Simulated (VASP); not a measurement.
The system is Li2S.

```
Li S
1.0
     0.00000    2.68169    2.68169
     2.68169    0.00000    2.68169
     2.68169    2.68169    0.00000
Li S
2 1
Direct
  0.25000 0.25000 0.25000
  0.75000 0.75000 0.75000
  0.00000 0.00000 0.00000
```

This cell differs from its parent crystal: strain -5.8%.

Program: VASP 6.6.1. Alike in all runs: task single point; potentials or basis VASP PAW PBE potentials, release 64 (Li_sv, S); no spin polarisation; cell as given.

Problem. Order these runs on this cell by their band gap on the k mesh, lowest first.
A. level HSE06; k mesh 6 × 6 × 6; cutoff (eV) 650; smearing gaussian 0.01 eV; grid for exact exchange (PRECFOCK) Normal; share of exact exchange 0.25; screening parameter 0.2079 1/Å
B. level r2SCAN; k mesh 8 × 8 × 8; cutoff (eV) 830; smearing gaussian 0.01 eV
C. level PBE; k mesh 8 × 8 × 8; cutoff (eV) 750; smearing fermi-dirac 0.02 eV

Solution. C (3.21 eV), B (3.70 eV), A (4.16 eV).

A k mesh can miss the band edges.
